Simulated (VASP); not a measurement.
Write the native input for VASP 6.6.1 that does the following.

```
Task                   : relaxation of cell and atoms
Functional             : PBE
Potentials or basis    : VASP PAW PBE potentials, release 64 (Cd, Hg, Te)
Cutoff                 : 600 eV
k mesh                 : 8 × 8 × 4
Occupations            : gaussian, width 0.1 eV
Spin                   : no spin polarisation
Dipole correction      : no
Further INCAR settings : ALGO = Fast; EDIFF = 1e-06; IBRION = 2; EDIFFG = -0.01; NSW = 100; ISIF = 3
```

The structure of Cd3HgTe4 lies in POSCAR:

```
Cd3HgTe4
1.0
    4.3777576600      0.0000000000      0.0000000000
    0.0000000000      4.3777576600      0.0000000000
    0.0000000000      0.0000000000     12.3821685100
Cd Hg Te
3 1 4
Direct
    0.5000000000      0.5000000000      0.2500000000
    0.0000000000      0.0000000000      0.5000000000
    0.5000000000      0.5000000000      0.7500000000
    0.0000000000      0.0000000000      0.0000000000
    0.0000000000      0.0000000000      0.2500000000
    0.5000000000      0.5000000000      0.5000000000
    0.0000000000      0.0000000000      0.7500000000
    0.5000000000      0.5000000000      0.0000000000
```

One way to write it, as run:

INCAR

```
PREC = Accurate
ENCUT = 600
EDIFF = 1E-6
ISMEAR = 0
SIGMA = 0.1
LREAL = F
LASPH = T
NELM = 100
ALGO = Fast
ISIF = 3
LWAVE = F
LCHARG = F
GGA = PE
IBRION = 2
NSW = 100
EDIFFG = -0.01
```

KPOINTS

```
regular mesh
0
Gamma
  8 8 4
```

Potentials or basis: VASP PAW PBE potentials, release 64 (Cd, Hg, Te).

The run is started by

```sh
$ cat potpaw_PBE.64/Cd/POTCAR potpaw_PBE.64/Hg/POTCAR potpaw_PBE.64/Te/POTCAR > POTCAR
$ mpirun -np 1 vasp_std > vasp.out
```

Results of the run:

```json
{"Relaxed volume": "28.91 Å³/atom", "Relaxed cell": "a = 4.319 Å, b = 4.319 Å, c = 12.399 Å, α = 90.00°, β = 90.00°, γ = 90.00°", "Space group after relaxing (to 0.1 Å)": "P4/mmm (No. 123)", "Energy gained by relaxing": "5.6 meV/atom", "Ionic steps": "12", "Pressure after relaxing": "0.0 GPa", "Largest force after relaxing": "0.009 eV/Å", "Band gap on the k mesh": "zero (bands 36 and 37 overlap by 2.18 eV)"}
```

Caveat: spin-orbit coupling is left out, which moves the levels of the heavy elements.

Run time: 61 min on 1 thread of Oxide Virtual Turin-like Processor, with other jobs on the host, peak memory 0.72 GiB.
